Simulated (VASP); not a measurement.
# LiNbO3 (P1) in VASP: single point with LDA

Aim: the single point of LiNbO3 with LDA.

Everything below comes from runs of VASP 6.6.1. Logs are shortened: lines on timing, memory, paths and dates and some standing lists are left out, and cuts for length are marked.

## (1) The cell of the first run

The typed cell holds 10 atoms: a = 5.401 Å, b = 5.401 Å, c = 5.401 Å, α = 56.64°, β = 56.64°, γ = 56.64°.

## (2) Single point, LDA

File INCAR:

```
ALGO     = Normal         # electronic algorithm
EDIFF    = 1E-6           # SCF threshold, eV
ENCUT    = 520            # plane-wave cutoff, eV
ISIF     = 2              # what is computed and relaxed
ISMEAR   = 0              # smearing method
LASPH    = True           # aspherical terms in the spheres
LCHARG   = True           # write CHGCAR
LELF     = True           # ELF
LREAL    = False          # projectors in reciprocal space
LVHAR    = True         
LWAVE    = False          # write WAVECAR
NBANDS   = 45             # bands
NELM     = 80             # most SCF steps
PREC     = Accurate       # precision mode
SIGMA    = 0.05           # smearing width, eV
```

File KPOINTS:

```
k-points
0
Gamma
  6 6 6
```

File POSCAR:

```
LiNbO3
1.0
    2.5620337041      1.4791908488      4.5184286557
   -2.5620337041      1.4791908488      4.5184286557
    0.0000000000     -2.9583816974      4.5184286558
Li Nb O
2 2 6
Direct
    0.2415827529      0.2584172471      0.2162136629
    0.7415827529      0.7584172471      0.7162136629
    0.0000000000      0.0000000000      0.0000000000
    0.5000000000      0.5000000000      0.5000000000
    0.1254341576      0.3745658424      0.7500000000
    0.7500000000      0.1254341576      0.3745658424
    0.3745658424      0.7500000000      0.1254341576
    0.8745658424      0.6254341576      0.2500000000
    0.2500000000      0.8745658424      0.6254341576
    0.6254341576      0.2500000000      0.8745658424
```

Potentials or basis: VASP PAW LDA potentials, release 64 (Li_sv, Nb_sv, O).

Started as:

```
cat potpaw_LDA.64/Li_sv/POTCAR potpaw_LDA.64/Nb_sv/POTCAR potpaw_LDA.64/O/POTCAR > POTCAR
mpirun -np 1 vasp_std > vasp.out
```

OUTCAR:

```text
EDIFF = 1E-6
   ENCUT = 520
   ISIF = 2
   ISMEAR = 0
   LASPH = True
   LREAL = False
   NELM = 80
   PREC = Accurate

 ion  position               nearest neighbor table
   1  0.242  0.258  0.216-  10 1.87   8 1.89   9 2.04
   2  0.742  0.758  0.716-   6 1.82   5 1.98   7 2.00
   3  0.000  0.000  0.000-   5 1.97   8 1.97   7 1.97  10 1.97   9 1.97   6 1.97
   4  0.500  0.500  0.500-   5 1.97   8 1.97   6 1.97   9 1.97   7 1.97  10 1.97
   5  0.125  0.375  0.750-   3 1.97   4 1.97   2 1.98
   6  0.750  0.125  0.375-   2 1.82   4 1.97   3 1.97
   7  0.375  0.750  0.125-   3 1.97   4 1.97   2 2.00
   8  0.875  0.625  0.250-   1 1.89   3 1.97   4 1.97
   9  0.250  0.875  0.625-   4 1.97   3 1.97   1 2.04
  10  0.625  0.250  0.875-   1 1.87   3 1.97   4 1.97

  LATTYP: Found a trigonal (rhomboedric) cell.
 ALAT       =     5.4007610376
 COS(alpha) =     0.5499199643

  Lattice vectors:

 A1 = (   2.5620337041,   1.4791908488,   4.5184286557)
 A2 = (  -2.5620337041,   1.4791908488,   4.5184286557)
 A3 = (   0.0000000000,  -2.9583816974,   4.5184286558)

Analysis of symmetry for initial positions (statically):
=====================================================================
 Subroutine PRICEL returns:
 Original cell was already a primitive cell.

 Routine SETGRP: Setting up the symmetry group for a
 trigonal (rhombohedral) supercell.

 Subroutine GETGRP returns: Found  1 space group operations
 (whereof  1 operations were pure point group operations)
 out of a pool of 12 trial point group operations.

The static configuration has the point symmetry C_1 .

Analysis of symmetry for dynamics (positions and initial velocities):
=====================================================================
 Subroutine PRICEL returns:
 Original cell was already a primitive cell.

 Routine SETGRP: Setting up the symmetry group for a
 trigonal (rhombohedral) supercell.

 Subroutine GETGRP returns: Found  1 space group operations
 (whereof  1 operations were pure point group operations)
 out of a pool of 12 trial point group operations.

The dynamic configuration has the point symmetry C_1 .

 Subroutine INISYM returns: Found  1 space group operations
 (whereof  1 operations are pure point group operations),
 and found     1 'primitive' translations

----------------------------------------------------------------------------------------

                                     Primitive cell

  volume of cell :     102.7419

  direct lattice vectors                    reciprocal lattice vectors
     2.562033704  1.479190849  4.518428656     0.195157464  0.112674214  0.073771959
    -2.562033704  1.479190849  4.518428656    -0.195157464  0.112674214  0.073771959
     0.000000000 -2.958381697  4.518428656     0.000000000 -0.225348429  0.073771959

  length of vectors
     5.400761038  5.400761038  5.400761038     0.237116461  0.237116461  0.237116461

  position of ions in fractional coordinates (direct lattice)
     0.241582753  0.258417247  0.216213663
     0.741582753  0.758417247  0.716213663
     0.000000000  0.000000000  0.000000000
     0.500000000  0.500000000  0.500000000
     0.125434158  0.374565842  0.750000000
     0.750000000  0.125434158  0.374565842
     0.374565842  0.750000000  0.125434158
     0.874565842  0.625434158  0.250000000
     0.250000000  0.874565842  0.625434158
     0.625434158  0.250000000  0.874565842

  ion indices of the primitive-cell ions
   primitive index   ion index
                 1           1
                 2           2
                 3           3
                 4           4
                 5           5
                 6           6
                 7           7
                 8           8
                 9           9
                10          10

----------------------------------------------------------------------------------------

 KPOINTS: k-points

Automatic generation of k-mesh.
 Grid dimensions read from file:
 generate k-points for:    6    6    6

 Generating k-lattice:

  Cartesian coordinates                     Fractional coordinates (reciprocal lattice)
     0.032526244  0.018779036  0.012295326     0.166666667 -0.000000000  0.000000000
    -0.032526244  0.018779036  0.012295326    -0.000000000  0.166666667  0.000000000
     0.000000000 -0.037558071  0.012295326     0.000000000  0.000000000  0.166666667

  Length of vectors
     0.039519410  0.039519410  0.039519410

  Shift w.r.t. Gamma in fractional coordinates (k-lattice)
     0.000000000  0.000000000  0.000000000

 Subroutine IBZKPT returns following result:
 ===========================================

 Found    112 irreducible k-points:

 Following reciprocal coordinates:
            Coordinates               Weight
  0.000000  0.000000  0.000000      1.000000
  0.166667 -0.000000  0.000000      2.000000
 -0.000000  0.166667  0.000000      2.000000
  0.000000  0.000000  0.166667      2.000000
  0.333333 -0.000000  0.000000      2.000000
 -0.000000  0.333333  0.000000      2.000000
[... 16 lines left out ...]
 -0.166667  0.500000  0.000000      2.000000
  0.166667  0.000000  0.500000      2.000000
 [... further k-points ...]
   k-points           NKPTS =    112   k-points in BZ     NKDIM =    112   number of bands    NBANDS=     45
   number of dos      NEDOS =    301   number of ions     NIONS =     10
   total plane-waves  NPLWV =  64000
   dimension x,y,z NGX =    40 NGY =   40 NGZ =   40
   dimension x,y,z NGXF=    80 NGYF=   80 NGZF=   80
   ions per type =               2   2   6
   NGX,Y,Z   is equivalent  to a cutoff of  12.31, 12.31, 12.31 a.u.
   NGXF,Y,Z  is equivalent  to a cutoff of  24.63, 24.63, 24.63 a.u.
 SYSTEM =  unknown system
   PREC   = accura    normal or accurate (medium, high low for compatibility)
   ISTART =      0    job   : 0-new  1-cont  2-samecut
   ICHARG =      2    charge: 1-file 2-atom 10-const
   ISPIN  =      1    spin polarized calculation?
   LNONCOLLINEAR =      F non collinear calculations
   LSORBIT =      F    spin-orbit coupling
   LASPH  =      T    aspherical Exc in radial PAW
   ENCUT  =  520.0 eV  38.22 Ry    6.18 a.u.  10.04 10.04 10.04*2*pi/ulx,y,z
   NELM   =     80;   NELMIN=  2; NELMDL= -5     # of ELM steps
   EDIFF  = 0.1E-05   stopping-criterion for ELM
   LREAL  =      F    real-space projection
   EDIFFG = 0.1E-04   stopping-criterion for IOM
   NSW    =      0    number of steps for IOM
   IBRION =     -1    ionic relax: 0-MD 1-quasi-New 2-CG
   NFREE  =      0    steps in history (QN), initial steepest desc. (CG)
   ISIF   =      2    stress and relaxation
   ISYM   =      2    0-nonsym 1-usesym 2-fastsym
   POTIM  = 0.5000    time-step for ionic-motion
   TEBEG  =    0.0;   TEEND  =   0.0 temperature during run
   PSTRESS=    0.0 pullay stress
   NELECT =      68.0000    total number of electrons
   NUPDOWN=      -1.0000    fix difference up-down
   EMIN   =  10.00;   EMAX   =-10.00  energy-range for DOS
   EFERMI =   0.00;   METHOD = LEGACY
   ISMEAR =     0;   SIGMA  =   0.05  broadening in eV -4-tet -1-fermi 0-gaus
   EFERMI_NEDOS =   21; number of points for ismear=-14 and -15
   IALGO  =     38    algorithm
   IMIX   =      4    mixing-type and parameters
     AMIX     =   0.40;   BMIX     =  1.00
     AMIX_MAG =   1.60;   BMIX_MAG =  1.00
  volume/ion in A,a.u.               =      10.27        69.33
  Fermi-wavevector in a.u.,A,eV,Ry     =   1.426687  2.696047 27.693767  2.035434
  Thomas-Fermi vector in A             =   2.546937
   LORBIT       =      0    0 simple, 1 ext, 2 COOP (PROOUT), +10 PAW based schemes
   GGA     = CA    functional components
   LHFCALC =     F    Hartree Fock is set to
   AEXX    =    0.0000 exact exchange contribution
   IVDW    =     0    specifies the selected vdW correction
   LEPSILON=     F    determine dielectric tensor
   LRPA    =     F    only Hartree local field effects (RPA)
 non-spin polarized calculation
 Gauss-broadening in eV      SIGMA  =   0.05
  energy-cutoff  :      520.00
  volume of cell :      102.74
 maximum number of plane-waves:      2804
   NGX = 21   NGY = 21   NGZ = 21

 number of electron      67.9999973 magnetization

 Free energy of the ion-electron system (eV)
  ---------------------------------------------------
  ext. energy  EPLUGINS =         0.00000000
  ---------------------------------------------------
  free energy    TOTEN  =       -87.30298227 eV

  energy without entropy =      -87.30298227  energy(sigma->0) =      -87.30298227

 E-fermi :   4.1516     XC(G=0): -11.5053

 val. band max:        3.7666788842   @ k =   0.1667  -0.0000  -0.1667
 cond. band min:       6.3577263841   @ k =   0.5000  -0.0000   0.5000
 fundamental gap:      2.5910474999
 Fermi energy:         4.1516395065

 k-point     1 :       0.0000    0.0000    0.0000
  band No.  band energies     occupation
      1     -50.1783      2.00000
      2     -50.1589      2.00000
      3     -37.7791      2.00000
      4     -37.7761      2.00000
      5     -26.6642      2.00000
      6     -26.6605      2.00000
[... 37 lines left out ...]
     44      14.7716      0.00000
     45      14.7832      0.00000

 k-point     2 :       0.1667   -0.0000    0.0000
  band No.  band energies     occupation
      1     -50.1770      2.00000
      2     -50.1602      2.00000
      3     -37.7789      2.00000
      4     -37.7763      2.00000
      5     -26.6522      2.00000
      6     -26.6484      2.00000
[... 37 lines left out ...]
     44      14.5919      0.00000
     45      14.6449      0.00000

 k-point     3 :      -0.0000    0.1667    0.0000
  band No.  band energies     occupation
      1     -50.1770      2.00000
      2     -50.1602      2.00000
      3     -37.7789      2.00000
      4     -37.7763      2.00000
      5     -26.6519      2.00000
      6     -26.6488      2.00000
[... 997 lines left out ...]
     44      13.5579      0.00000
     45      14.0613      0.00000

 k-point    24 :       0.1667    0.0000    0.5000
  band No.  band energies     occupation
      1     -50.1701      2.00000
      2     -50.1669      2.00000
      3     -37.7780      2.00000
      4     -37.7773      2.00000
      5     -26.6248      2.00000
      6     -26.6193      2.00000
[... 37 lines left out ...]
     44      13.5498      0.00000
     45      14.0974      0.00000

 [... further k-points ...]
[... 5 lines left out ...]
  --------------------------------------------------------------------------------------
  -------------------------------------------------------------------------------------
  Total        0.0078066      0.4340914      0.0535843     -0.0162617      0.1453885     -0.1043050
  in kB        0.1217372      6.7693050      0.8356042     -0.2535882      2.2672162     -1.6265521
  external PRESSURE =       2.5755488 kB  Pullay stress =       0.0000000 kB

 VOLUME and BASIS-vectors are now :
 -----------------------------------------------------------------------------
  energy-cutoff  :      520.00
  volume of cell :      102.74
      direct lattice vectors                 reciprocal lattice vectors
     2.562033704  1.479190849  4.518428656     0.195157464  0.112674214  0.073771959
    -2.562033704  1.479190849  4.518428656    -0.195157464  0.112674214  0.073771959
     0.000000000 -2.958381697  4.518428656     0.000000000 -0.225348429  0.073771959

 POSITION                                       TOTAL-FORCE (eV/Angst)
 -----------------------------------------------------------------------------------
     -0.04313      0.09995      3.23616         0.148579     -0.418989     -0.042733
     -0.04313      0.09995     10.01380         0.262033     -0.548592     -0.046122
      0.00000      0.00000      0.00000         0.019687      0.246357     -0.160671
      0.00000      0.00000      6.77764        -0.186369      0.158176     -0.161146
     -0.63828     -1.47919      5.64804        -0.065138     -0.073250      0.135437
      1.60016      0.18683      5.64804        -0.057264      0.283501      0.072619
     -0.96187      1.29237      5.64804        -0.055330      0.131249     -0.001189
      0.63828      1.47919      7.90725        -0.073455     -0.078511      0.139729
     -1.60016     -0.18683      7.90725         0.032793      0.141686      0.052149
      0.96187     -1.29237      7.90725        -0.025536      0.158373      0.011929
 -----------------------------------------------------------------------------------
    total drift:                                0.000158     -0.000471      0.000156

  FREE ENERGIE OF THE ION-ELECTRON SYSTEM (eV)
  ---------------------------------------------------
  free  energy   TOTEN  =       -87.3029822666 eV

  energy  without entropy=      -87.3029822666  energy(sigma->0) =      -87.30298227
```

Run time: 8.4 min. Hardware: 1 thread of Intel Xeon Platinum 8375C at 2.90GHz (Ice Lake), shared host; peak memory 0.48 GiB.

What came out:

```
Free energy            : -87.3030 eV
Largest force          : 0.610 eV/Å
Band gap on the k mesh : 2.59 eV (least direct gap 2.67 eV)
```

Forces in eV/Å, atoms in the order of the input:
```
Li   0.149 -0.419 -0.043
Li   0.262 -0.549 -0.046
Nb   0.020  0.246 -0.161
Nb  -0.186  0.158 -0.161
O   -0.065 -0.073  0.135
O   -0.057  0.284  0.073
O   -0.055  0.131 -0.001
O   -0.073 -0.079  0.140
O    0.033  0.142  0.052
O   -0.026  0.158  0.012
```

Caveat: the cell differs from its parent crystal (all Li atoms moved +0.188 Å, as atom 1 towards its neighbour atom 5 (O) at 2.775 Å); the cutoff is under 1.25 times the usual one of these potentials, so pressure, stress and relaxed cells hold a basis-set (Pulay) error. A k mesh can miss the band edges.
